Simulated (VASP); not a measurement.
Write the native input for VASP 6.6.1 that does the following.

```
Task                   : relaxation of cell and atoms
Functional             : PBE
Potentials or basis    : VASP PAW PBE potentials, release 64 (Br)
Cutoff                 : 600 eV
k mesh                 : 6 × 6 × 2
Occupations            : gaussian, width 0.05 eV
Spin                   : no spin polarisation
Dipole correction      : no
Further INCAR settings : ALGO = Normal; EDIFF = 1e-06; IBRION = 2; EDIFFG = -0.03; NSW = 80; ISIF = 3
```

The structure of Br lies in POSCAR:

```
Br
1.0
    3.3044953521     -2.1630406487      0.0000000000
    3.3044953521      2.1630406487      0.0000000000
    0.0000000000      0.0000000000      9.0937608815
Br
4
Direct
    0.8451500000      0.1548500000      0.1175000000
    0.1548500000      0.8451500000      0.8825000000
    0.3451500000      0.6548500000      0.3825000000
    0.6548500000      0.3451500000      0.6175000000
```

The input as run:

INCAR

```
PREC     = Accurate       # precision mode
ENCUT    = 600            # plane-wave cutoff, eV
EDIFF    = 1E-6           # SCF threshold, eV
ISMEAR   = 0              # smearing method
SIGMA    = 0.05           # smearing width, eV
LREAL    = F              # projectors in reciprocal space
LASPH    = T              # aspherical terms in the spheres
NELM     = 60             # most SCF steps
ALGO     = Normal         # electronic algorithm
ISIF     = 3              # what is computed and relaxed
LWAVE    = F              # write WAVECAR
LCHARG   = F              # write CHGCAR
GGA      = PE             # functional
IBRION   = 2              # ionic algorithm
NSW      = 80             # ionic steps
EDIFFG   = -0.03          # ionic threshold
```

KPOINTS

```
Automatic mesh
0
Gamma
  6 6 2
```

Potentials or basis: VASP PAW PBE potentials, release 64 (Br).

The run is started by

```sh
$ cat potpaw_PBE.64/Br/POTCAR > POTCAR
$ mpirun -np 1 vasp_std > vasp.out
```

Results of the run:

```json
{
 "Relaxed volume": "39.13 Å³/atom",
 "Relaxed cell": "a = 4.716 Å, b = 4.716 Å, c = 8.722 Å, α = 90.00°, β = 90.00°, γ = 53.78°",
 "Space group after relaxing (to 0.1 Å)": "Cmce (No. 64)",
 "Energy gained by relaxing": "86.0 meV/atom",
 "Ionic steps": "13",
 "Pressure after relaxing": "0.0 GPa",
 "Largest force after relaxing": "0.016 eV/Å",
 "Band gap on the k mesh": "1.36 eV"
}
```

Caveat: the volume moved by over 15 % at a fixed basis, so the end points are rough; this functional lacks dispersion, which holds the molecules together, so the pressure and a relaxed volume are unreliable.

Wall time 10 min on 1 thread of AMD EPYC 7R13, with other jobs on the host, peak memory 0.27 GiB.
